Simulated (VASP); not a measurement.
# TaN (P6/mmm) in VASP: notebook

The runs below take TaN through single point, with PBE.

Program: VASP 6.6.1. These are calculated values, not measurements. Logs are shortened: lines on timing, memory, paths and dates and some standing lists are left out, and cuts for length are marked.

## (1) The cell of the first run

The structure is hexagonal, space group P6/mmm (No. 191). Conventional cell: a = 5.079 Å, b = 5.079 Å, c = 2.849 Å, α = 90.00°, β = 90.00°, γ = 120.00°. Ta (site symmetry 6/mmm) has 6 N at 2.54 Å and 14 Ta at 2.85 to 3.26 Å within 3.4 Å. Within 2.7 Å of Ta (site symmetry -6m2) lie 6 N at 2.04 Å. N (site symmetry mmm) has 6 Ta at 2.04 to 2.54 Å and 4 N at 2.54 Å within 2.7 Å.

## (2) Single point, PBE (10.61 Å³/atom)

The input, INCAR:

```
ALGO = Normal
EDIFF = 1E-7
ENCUT = 520
GGA = PE
ISIF = 2
ISMEAR = -1
LASPH = True
LCHARG = True
LELF = True
LREAL = False
LVHAR = True
LWAVE = False
NBANDS = 33
NELM = 80
PREC = Accurate
SIGMA = 0.03
```

The input, KPOINTS:

```
k-points
0
Gamma
  5 5 8
```

The input, POSCAR:

```
TaN
1.0
    5.0791532447      0.0000000000      0.0000000000
   -2.5395766223      4.3986757396      0.0000000000
    0.0000000000      0.0000000000      2.8486364041
Ta N
3 3
Direct
    0.0000000000      0.0000000000      0.0000000000
    0.3333333333      0.6666666667      0.5000000000
    0.6666666667      0.3333333333      0.5000000000
    0.5000000000      0.0000000000      0.0000000000
    0.5000000000      0.5000000000      0.0000000000
    0.0000000000      0.5000000000      0.0000000000
```

Potentials or basis: VASP PAW PBE potentials, release 64 (Ta_pv, N).

The run is started by

```console
$ cat potpaw_PBE.64/Ta_pv/POTCAR potpaw_PBE.64/N/POTCAR > POTCAR
$ mpirun -np 1 vasp_std > vasp.out
```

OUTCAR:

```text
EDIFF = 1E-7
   ENCUT = 520
   GGA = PE
   ISIF = 2
   ISMEAR = -1
   LASPH = True
   LREAL = False
   NELM = 80
   PREC = Accurate

 ion  position               nearest neighbor table
   1  0.000  0.000  0.000-   6 2.54   6 2.54   4 2.54   4 2.54   5 2.54   5 2.54   3 3.26   3 3.26
                             2 3.26   2 3.26   2 3.26   3 3.26   2 3.26   3 3.26   2 3.26   3 3.26
   2  0.333  0.667  0.500-   4 2.04   4 2.04   6 2.04   6 2.04   5 2.04   5 2.04   3 2.93   3 2.93
                             3 2.93   1 3.26   1 3.26   1 3.26   1 3.26   1 3.26   1 3.26
   3  0.667  0.333  0.500-   4 2.04   4 2.04   6 2.04   6 2.04   5 2.04   5 2.04   2 2.93   2 2.93
                             2 2.93   1 3.26   1 3.26   1 3.26   1 3.26   1 3.26   1 3.26
   4  0.500  0.000  0.000-   2 2.04   3 2.04   2 2.04   3 2.04   1 2.54   1 2.54
   5  0.500  0.500  0.000-   2 2.04   3 2.04   2 2.04   3 2.04   1 2.54   1 2.54
   6  0.000  0.500  0.000-   2 2.04   3 2.04   2 2.04   3 2.04   1 2.54   1 2.54

  LATTYP: Found a hexagonal cell.
 ALAT       =     5.0791532447
 C/A-ratio  =     0.5608486822

  Lattice vectors:

 A1 = (   5.0791532447,   0.0000000000,   0.0000000000)
 A2 = (  -2.5395766223,   4.3986757396,   0.0000000000)
 A3 = (   0.0000000000,   0.0000000000,   2.8486364041)

Analysis of symmetry for initial positions (statically):
=====================================================================
 Subroutine PRICEL returns:
 Original cell was already a primitive cell.

 Routine SETGRP: Setting up the symmetry group for a
 hexagonal supercell.

 Subroutine GETGRP returns: Found 24 space group operations
 (whereof 24 operations were pure point group operations)
 out of a pool of 24 trial point group operations.

The static configuration has the point symmetry D_6h.

Analysis of symmetry for dynamics (positions and initial velocities):
=====================================================================
 Subroutine PRICEL returns:
 Original cell was already a primitive cell.

 Routine SETGRP: Setting up the symmetry group for a
 hexagonal supercell.

 Subroutine GETGRP returns: Found 24 space group operations
 (whereof 24 operations were pure point group operations)
 out of a pool of 24 trial point group operations.

The dynamic configuration has the point symmetry D_6h.

 Subroutine INISYM returns: Found 24 space group operations
 (whereof 24 operations are pure point group operations),
 and found     1 'primitive' translations

----------------------------------------------------------------------------------------

                                     Primitive cell

  volume of cell :      63.6429

  direct lattice vectors                    reciprocal lattice vectors
     5.079153245  0.000000000  0.000000000     0.196883211  0.113670575  0.000000000
    -2.539576622  4.398675740  0.000000000     0.000000000  0.227341150  0.000000000
     0.000000000  0.000000000  2.848636404     0.000000000  0.000000000  0.351045152

  length of vectors
     5.079153245  5.079153245  2.848636404     0.227341150  0.227341150  0.351045152

  position of ions in fractional coordinates (direct lattice)
     0.000000000  0.000000000  0.000000000
     0.333333333  0.666666667  0.500000000
     0.666666667  0.333333333  0.500000000
     0.500000000  0.000000000  0.000000000
     0.500000000  0.500000000  0.000000000
     0.000000000  0.500000000  0.000000000

  ion indices of the primitive-cell ions
   primitive index   ion index
                 1           1
                 2           2
                 3           3
                 4           4
                 5           5
                 6           6

----------------------------------------------------------------------------------------

 KPOINTS: k-points

Automatic generation of k-mesh.
 Grid dimensions read from file:
 generate k-points for:    5    5    8

 Generating k-lattice:

  Cartesian coordinates                     Fractional coordinates (reciprocal lattice)
     0.039376642  0.022734115  0.000000000     0.200000000  0.000000000  0.000000000
     0.000000000  0.045468230  0.000000000     0.000000000  0.200000000  0.000000000
     0.000000000  0.000000000  0.043880644     0.000000000  0.000000000  0.125000000

  Length of vectors
     0.045468230  0.045468230  0.043880644

  Shift w.r.t. Gamma in fractional coordinates (k-lattice)
     0.000000000  0.000000000  0.000000000

 Subroutine IBZKPT returns following result:
 ===========================================

 Found     25 irreducible k-points:

 Following reciprocal coordinates:
            Coordinates               Weight
  0.000000  0.000000  0.000000      1.000000
  0.200000  0.000000  0.000000      6.000000
  0.400000  0.000000  0.000000      6.000000
  0.200000  0.200000  0.000000      6.000000
  0.400000  0.200000  0.000000      6.000000
  0.000000  0.000000  0.125000      2.000000
[... 16 lines left out ...]
  0.400000  0.000000  0.500000      6.000000
  0.200000  0.200000  0.500000      6.000000
   k-points           NKPTS =     25   k-points in BZ     NKDIM =     25   number of bands    NBANDS=     33
   number of dos      NEDOS =    301   number of ions     NIONS =      6
   total plane-waves  NPLWV =  38400
   dimension x,y,z NGX =    40 NGY =   40 NGZ =   24
   dimension x,y,z NGXF=    80 NGYF=   80 NGZF=   48
   ions per type =               3   3
   NGX,Y,Z   is equivalent  to a cutoff of  13.09, 13.09, 14.01 a.u.
   NGXF,Y,Z  is equivalent  to a cutoff of  26.18, 26.18, 28.01 a.u.
 SYSTEM =  unknown system
   PREC   = accura    normal or accurate (medium, high low for compatibility)
   ISTART =      0    job   : 0-new  1-cont  2-samecut
   ICHARG =      2    charge: 1-file 2-atom 10-const
   ISPIN  =      1    spin polarized calculation?
   LNONCOLLINEAR =      F non collinear calculations
   LSORBIT =      F    spin-orbit coupling
   LASPH  =      T    aspherical Exc in radial PAW
   ENCUT  =  520.0 eV  38.22 Ry    6.18 a.u.   9.44  9.44  5.30*2*pi/ulx,y,z
   NELM   =     80;   NELMIN=  2; NELMDL= -5     # of ELM steps
   EDIFF  = 0.1E-06   stopping-criterion for ELM
   LREAL  =      F    real-space projection
   EDIFFG = 0.1E-05   stopping-criterion for IOM
   NSW    =      0    number of steps for IOM
   IBRION =     -1    ionic relax: 0-MD 1-quasi-New 2-CG
   NFREE  =      0    steps in history (QN), initial steepest desc. (CG)
   ISIF   =      2    stress and relaxation
   ISYM   =      2    0-nonsym 1-usesym 2-fastsym
   POTIM  = 0.5000    time-step for ionic-motion
   TEBEG  =    0.0;   TEEND  =   0.0 temperature during run
   PSTRESS=    0.0 pullay stress
   NELECT =      48.0000    total number of electrons
   NUPDOWN=      -1.0000    fix difference up-down
   EMIN   =  10.00;   EMAX   =-10.00  energy-range for DOS
   EFERMI =   0.00;   METHOD = LEGACY
   ISMEAR =    -1;   SIGMA  =   0.03  broadening in eV -4-tet -1-fermi 0-gaus
   EFERMI_NEDOS =   21; number of points for ismear=-14 and -15
   IALGO  =     38    algorithm
   IMIX   =      4    mixing-type and parameters
     AMIX     =   0.40;   BMIX     =  1.00
     AMIX_MAG =   1.60;   BMIX_MAG =  1.00
  volume/ion in A,a.u.               =      10.61        71.58
  Fermi-wavevector in a.u.,A,eV,Ry     =   1.490179  2.816030 30.213558  2.220634
  Thomas-Fermi vector in A             =   2.602994
   LORBIT       =      0    0 simple, 1 ext, 2 COOP (PROOUT), +10 PAW based schemes
   GGA     = PE    functional components
   LHFCALC =     F    Hartree Fock is set to
   AEXX    =    0.0000 exact exchange contribution
   IVDW    =     0    specifies the selected vdW correction
   LEPSILON=     F    determine dielectric tensor
   LRPA    =     F    only Hartree local field effects (RPA)
 non-spin polarized calculation
  energy-cutoff  :      520.00
  volume of cell :       63.64
 maximum number of plane-waves:      1751
 NGX is ok and might be reduce to    40
   NGX = 19   NGY = 19   NGZ = 11

 number of electron      47.9999995 magnetization

 Free energy of the ion-electron system (eV)
  ---------------------------------------------------
  ext. energy  EPLUGINS =         0.00000000
  ---------------------------------------------------
  free energy    TOTEN  =       -64.14074907 eV

  energy without entropy =      -64.13706818  energy(sigma->0) =      -64.13890863

 E-fermi :   8.9343     XC(G=0): -13.3930

 val. band max:        8.8752929763   @ k =   0.2000   0.0000   0.3750
 cond. band min:       8.9520863776   @ k =   0.0000   0.0000   0.3750
 fundamental gap:      0.0767934013
 Fermi energy:         8.9342877058

 k-point     1 :       0.0000    0.0000    0.0000
  band No.  band energies     occupation
      1     -27.3104      2.00000
      2     -27.3104      2.00000
      3     -26.8457      2.00000
      4     -26.8457      2.00000
      5     -26.5684      2.00000
      6     -26.4591      2.00000
[... 25 lines left out ...]
     32      12.4708      0.00000
     33      12.4708      0.00000

 k-point     2 :       0.2000    0.0000    0.0000
  band No.  band energies     occupation
      1     -27.3487      2.00000
      2     -27.2907      2.00000
      3     -26.8036      2.00000
      4     -26.7894      2.00000
      5     -26.5530      2.00000
      6     -26.5284      2.00000
[... 25 lines left out ...]
     32      12.6403      0.00000
     33      12.7949      0.00000
[... 754 lines left out ...]
     32      13.4685      0.00000
     33      15.0315      0.00000

 k-point    24 :       0.2000    0.2000    0.5000
  band No.  band energies     occupation
      1     -27.6812      2.00000
      2     -27.5077      2.00000
      3     -27.1456      2.00000
      4     -26.9928      2.00000
      5     -26.7115      2.00000
      6     -26.5376      2.00000
[... 25 lines left out ...]
     32      13.2443      0.00000
     33      14.7926      0.00000

 [... further k-points ...]

------------------------ aborting loop because EDIFF is reached ----------------------------------------

  FORCE on cell =-STRESS in cart. coord.  units (eV):
  Direction    XX          YY          ZZ          XY          YZ          ZX
  --------------------------------------------------------------------------------------
  -------------------------------------------------------------------------------------
  Total       12.8845701     12.8845701     16.8346222      0.0000000     -0.0000000      0.0000000
  in kB      324.3621945    324.3621944    423.8026533      0.0000000     -0.0000000      0.0000000
  external PRESSURE =     357.5090141 kB  Pullay stress =       0.0000000 kB

 VOLUME and BASIS-vectors are now :
 -----------------------------------------------------------------------------
  energy-cutoff  :      520.00
  volume of cell :       63.64
      direct lattice vectors                 reciprocal lattice vectors
     5.079153245  0.000000000  0.000000000     0.196883211  0.113670575  0.000000000
    -2.539576622  4.398675740  0.000000000     0.000000000  0.227341150  0.000000000
     0.000000000  0.000000000  2.848636404     0.000000000  0.000000000  0.351045152

 POSITION                                       TOTAL-FORCE (eV/Angst)
 -----------------------------------------------------------------------------------
      0.00000      0.00000      0.00000        -0.000000      0.000000      0.000000
     -0.00000      2.93245      1.42432        -0.000000     -0.000000      0.000000
      2.53958      1.46623      1.42432         0.000000      0.000000      0.000000
      2.53958      0.00000      0.00000        -0.000000      0.000000      0.000000
      1.26979      2.19934      0.00000        -0.000000      0.000000      0.000000
     -1.26979      2.19934      0.00000        -0.000000      0.000000      0.000000
 -----------------------------------------------------------------------------------
    total drift:                               -0.000000      0.000000     -0.000000

  FREE ENERGIE OF THE ION-ELECTRON SYSTEM (eV)
  ---------------------------------------------------
  free  energy   TOTEN  =       -64.1407490730 eV

  energy  without entropy=      -64.1370681832  energy(sigma->0) =      -64.13890863
```

Run time: 63 s. Hardware: 1 thread of Intel Xeon Platinum 8488C (Sapphire Rapids), shared host; peak memory 0.2 GiB.

What came out:

- Free energy: -64.1407 eV
- Pressure: 35.8 GPa
- Band gap on the k mesh: zero (bands 24 and 25 overlap by 2.36 eV)

Caveat: the cell stands under pressure; spin-orbit coupling is left out, which moves the levels of the heavy elements.

## (3) Single point, PBE (11.06 Å³/atom)

This run uses another cell than the first one, of 11.06 Å³/atom.

The input, INCAR:

```
SYSTEM = TaN
  PREC = Accurate
  ENCUT = 520
  EDIFF = 1E-6
  ISMEAR = -1
  SIGMA = 0.03
  LREAL = .FALSE.
  LASPH = .TRUE.
  NELM = 100
  ALGO = Normal
  ISIF = 2
  LWAVE = .FALSE.
  LCHARG = .TRUE.
  GGA = PE
  LELF = .TRUE.
  LVHAR = .TRUE.
  NBANDS = 33
```

The input, KPOINTS:

```
regular mesh
0
G
  5 5 8
  0 0 0
```

Changes to POSCAR since step 2:

```diff
@@ -2,5 +2,5 @@
 1.0
-    5.0791532447      0.0000000000      0.0000000000
-   -2.5395766223      4.3986757396      0.0000000000
-    0.0000000000      0.0000000000      2.8486364041
+    5.1501995545      0.0000000000      0.0000000000
+   -2.5750997773      4.4602036488      0.0000000000
+    0.0000000000      0.0000000000      2.8884826334
 Ta N
```

Potentials or basis: VASP PAW PBE potentials, release 64 (Ta_pv, N).

The run is started by

```console
$ cat potpaw_PBE.64/Ta_pv/POTCAR potpaw_PBE.64/N/POTCAR > POTCAR
$ mpirun -np 1 vasp_std > vasp.out
```

It took 67 s on 1 thread of Intel Xeon Platinum 8488C (Sapphire Rapids), shared host; peak memory 0.2 GiB.

It converged, with:

* Free energy: -64.5972 eV
* Pressure: 18.5 GPa
* Band gap on the k mesh: zero (bands 24 and 25 overlap by 2.20 eV)

Stress tensor (GPa, compression positive):
```
17.24  0.00  0.00
 0.00 17.24  0.00
 0.00  0.00 21.15
```

Levels at points of the mesh, in eV from the Fermi level:
```csv
k point,band 22,band 23,band 24,band 25,band 26,band 27
"(0.00, 0.00, 0.00)",-2.60,-2.13,-1.31,-1.31,0.81,0.81
"(0.00, 0.00, 0.50)",-3.20,-2.01,0.90,0.90,1.48,1.86
```

Caveat: the cell stands under pressure; spin-orbit coupling is left out, which moves the levels of the heavy elements.

## (4) Single point, PBE (11.40 Å³/atom)

This run uses another cell than the first one, of 11.40 Å³/atom.

The input, INCAR:

```
SYSTEM = TaN
PREC = Accurate ; ENCUT = 520
EDIFF = 1E-7 ; ISMEAR = -1
SIGMA = 0.03 ; LREAL = .FALSE.
LASPH = .TRUE. ; NELM = 80
ALGO = Normal ; ISIF = 2
LWAVE = .FALSE. ; LCHARG = .TRUE.
GGA = PE ; LELF = .TRUE.
LVHAR = .TRUE. ; NBANDS = 33
```

KPOINTS is that of step 3.

Changes to POSCAR since step 3:

```diff
@@ -2,5 +2,5 @@
 1.0
-    5.1501995545      0.0000000000      0.0000000000
-   -2.5750997773      4.4602036488      0.0000000000
-    0.0000000000      0.0000000000      2.8884826334
+    5.2022252935      0.0000000000      0.0000000000
+   -2.6011126468      4.5052592604      0.0000000000
+    0.0000000000      0.0000000000      2.9176612005
 Ta N
```

The run is started by

```console
$ cat potpaw_PBE.64/Ta_pv/POTCAR potpaw_PBE.64/N/POTCAR > POTCAR
$ mpirun -np 1 vasp_std > vasp.out
```

It took 72 s on 1 thread of Intel Xeon Platinum 8488C (Sapphire Rapids), shared host; peak memory 0.2 GiB.

Results (log left out):

| Quantity | Value |
| --- | --- |
| Free energy | -64.7642 eV |
| Pressure | 7.8 GPa |
| Band gap on the k mesh | zero (bands 24 and 25 overlap by 2.10 eV) |

Stress tensor (GPa, compression positive):
```
7.76 0.00 0.00
0.00 7.76 0.00
0.00 0.00 7.87
```

Levels at points of the mesh, in eV from the Fermi level:
| k point | band 22 | band 23 | band 24 | band 25 | band 26 | band 27 |
| --- | --- | --- | --- | --- | --- | --- |
| (0.00, 0.00, 0.00) | -2.50 | -2.06 | -1.24 | -1.24 | 0.80 | 0.80 |
| (0.00, 0.00, 0.50) | -3.10 | -1.93 | 0.86 | 0.86 | 1.42 | 1.75 |

Caveat: the cell stands under pressure; spin-orbit coupling is left out, which moves the levels of the heavy elements.

## (5) Single point, PBE (11.74 Å³/atom)

This run uses another cell than the first one, of 11.74 Å³/atom.

The input, INCAR:

```
PREC = Accurate
ENCUT = 520
EDIFF = 1E-7
ISMEAR = -1
SIGMA = 0.03
LREAL = F
LASPH = T
NELM = 80
ALGO = Normal
ISIF = 2
LWAVE = F
LCHARG = F
GGA = PE
NBANDS = 33
```

The input, KPOINTS:

```
regular mesh
0
Gamma
  5 5 8
```

Changes to POSCAR since step 4:

```diff
@@ -2,5 +2,5 @@
 1.0
-    5.2022252935      0.0000000000      0.0000000000
-   -2.6011126468      4.5052592604      0.0000000000
-    0.0000000000      0.0000000000      2.9176612005
+    5.2532307548      0.0000000000      0.0000000000
+   -2.6266153774      4.5494312856      0.0000000000
+    0.0000000000      0.0000000000      2.9462675463
 Ta N
```

The run is started by

```console
$ cat potpaw_PBE.64/Ta_pv/POTCAR potpaw_PBE.64/N/POTCAR > POTCAR
$ mpirun -np 1 vasp_std > vasp.out
```

Run time: 63 s. Hardware: 1 thread of Intel Xeon Platinum 8488C (Sapphire Rapids), shared host; peak memory 0.2 GiB.

Results (log left out):

```yaml
Free_energy: -64.8049 eV
Pressure: -1.4 GPa
Band_gap_on_the_k_mesh: zero (bands 24 and 25 overlap by 2.00 eV)
```

Stress tensor (GPa, compression positive):
```
-0.35  0.00  0.00
 0.00 -0.35  0.00
 0.00  0.00 -3.53
```

Levels at points of the mesh, in eV from the Fermi level:
```
           k point  band 20  band 21  band 22  band 23  band 24  band 25  band 26  band 27  band 28  band 29
(0.00, 0.00, 0.00)    -2.95    -2.95    -2.39    -1.99    -1.17    -1.17     0.78     0.78     1.14     2.01
(0.00, 0.00, 0.50)    -3.57    -3.01    -3.01    -1.85     0.83     0.83     1.37     1.64     2.39     2.39
```

Caveat: spin-orbit coupling is left out, which moves the levels of the heavy elements.

## (6) Summary

```csv
cell,gap on the mesh (eV),pressure (GPa)
"a = 5.079, b = 5.079, c = 2.849 Å, angles 90.0, 90.0, 120.0°, 6 atoms",none,35.8
"a = 5.150, b = 5.150, c = 2.888 Å, angles 90.0, 90.0, 120.0°, 6 atoms",none,18.5
"a = 5.202, b = 5.202, c = 2.918 Å, angles 90.0, 90.0, 120.0°, 6 atoms",none,7.8
"a = 5.253, b = 5.253, c = 2.946 Å, angles 90.0, 90.0, 120.0°, 6 atoms",none,-1.4
```

Alike in all rows: task single point; level PBE; potentials or basis VASP PAW PBE potentials, release 64 (Ta_pv, N); no spin polarisation; k mesh 5 × 5 × 8; cutoff (eV) 520; smearing fermi-dirac 0.03 eV.

Caveats: spin-orbit coupling is left out, which moves the levels of the heavy elements; the cell stands under pressure (at least some runs).

Absolute energies hang on the potentials; compare differences alone.
